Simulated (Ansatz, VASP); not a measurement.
## Two plane-wave programs on CaAlO4

```xyz
6
Lattice="4.6197 0.0000 0.0000 0.0000 4.6197 0.0000 0.0000 0.0000 4.6197" Properties=species:S:1:pos:R:3 pbc="T T T"
Ca    0.0000    0.0000    0.0000
Al    2.3099    2.3099    2.3099
O     3.3231    3.3231    3.3231
O     1.2966    1.2966    3.3231
O     1.2966    3.3231    1.2966
O     3.3231    1.2966    1.2966
```

Alike in both runs: functional PBE; k mesh 4 × 4 × 4; occupations gaussian, width 0.1 eV; collinear spin.

Ansatz relaxed the structure, and its values are those at the end. VASP's run is a single point on that final structure, the one shown.

```csv
,VASP,Ansatz
version,VASP 6.6.1,Ansatz 0.2.0
potentials or method,"VASP PAW PBE potentials, release 64 (Ca_sv, Al, O), cutoff 520 eV","scalar-relativistic, plane waves, PAW"
valence electrons in the cell,37,37
```

Ansatz gave:

```
gap on the k mesh at the Fermi level (eV) : none
pressure (GPa)                            : 0.0
rms of the force components (eV/Å)        : 0.001
net moment per atom (μB)                  : 0.50
```

Task: What did VASP give for the same quantities?

Result: gap on the k mesh at the Fermi level (eV): none; pressure (GPa): 0.2; rms of the force components (eV/Å): 0.011; net moment per atom (μB): 0.50.

A gap of «none» marks a metal or a gap that the smearing closes.
